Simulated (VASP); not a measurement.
Si33C31 (a cell with a defect), 64 atoms in the cell. The cell holds a defect, 64 atoms: a = 8.714 Å, b = 8.714 Å, c = 8.714 Å, α = 90.00°, β = 90.00°, γ = 90.00°. 

| Quantity | Value |
| --- | --- |
| Program | VASP 6.6.1 |
| Task | single point |
| Functional | PBEsol |
| Potentials or basis | VASP PAW PBE potentials, release 64 (Si, C) |
| Cutoff | 520 eV |
| k mesh | 1 × 1 × 1, shifted |
| Occupations | fermi-dirac, width 0.05 eV |
| Spin | no spin polarisation |
| Dipole correction | no |
| Further INCAR settings | LREAL = Auto; ALGO = Normal; EDIFF = 1e-06; NBANDS = 166; ISYM = 0 |

Potentials or basis: VASP PAW PBE potentials, release 64 (Si, C).

Command:

```bash
$ cat potpaw_PBE.64/Si/POTCAR potpaw_PBE.64/C/POTCAR > POTCAR
$ mpirun -np 1 vasp_std > vasp.out
```

Hardware: 1 thread of Intel Xeon 8259CL, on a shared host.

Q: How long does it take, and how much memory?

A: It took 22 min on 1 thread of Intel Xeon 8259CL, on a shared host, peak memory 0.81 GiB. Counts: scf iterations 14, k points 4.
